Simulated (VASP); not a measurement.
A run of VASP 6.6.1 is set up as follows.

Contents of INCAR:

```
ALGO     = Normal         # electronic algorithm
EDIFF    = 1E-6           # SCF threshold, eV
EDIFFG   = -0.005         # ionic threshold
ENCUT    = 600            # plane-wave cutoff, eV
GGA      = CA             # functional
IBRION   = 2              # ionic algorithm
ISIF     = 4              # what is computed and relaxed
ISMEAR   = -1             # smearing method
LASPH    = True           # aspherical terms in the spheres
LCHARG   = False          # write CHGCAR
LREAL    = False          # projectors in reciprocal space
LWAVE    = False          # write WAVECAR
NELM     = 100            # most SCF steps
NSW      = 50             # ionic steps
PREC     = Accurate       # precision mode
SIGMA    = 0.1            # smearing width, eV
```

File KPOINTS:

```
k-points
0
Gamma
  9 9 5
```

Contents of POSCAR:

```
Rb
1.0
    4.0373689860      0.0000000000      0.0000000000
   -2.0186844930      3.4964641063      0.0000000000
    0.0000000000      0.0000000000      6.6363721982
Rb
2
Direct
    0.3333333333      0.6666666667      0.2500000000
    0.6666666667      0.3333333333      0.7500000000
```

Potentials or basis: VASP PAW LDA potentials, release 64 (Rb_sv).

The run is started by

```bash
$ cat potpaw_LDA.64/Rb_sv/POTCAR > POTCAR
$ mpirun -np 1 vasp_std > vasp.out
```

Task: Estimate the band gap on the k mesh.

Result: Zero (band 9 reaches 2.91 eV, above the bottom of band 10 at 0.59 eV).

Final structure:
```cif
data_structure
_symmetry_space_group_name_H-M 'P 1'
_symmetry_Int_Tables_number 1
_cell_length_a 4.0422
_cell_length_b 4.0422
_cell_length_c 6.6206
_cell_angle_alpha 90.000
_cell_angle_beta 90.000
_cell_angle_gamma 120.000
_cell_volume 93.68
loop_
_atom_site_label
_atom_site_type_symbol
_atom_site_fract_x
_atom_site_fract_y
_atom_site_fract_z
_atom_site_occupancy
Rb1 Rb 0.33333 0.66667 0.25000 1
Rb2 Rb 0.66667 0.33333 0.75000 1
```
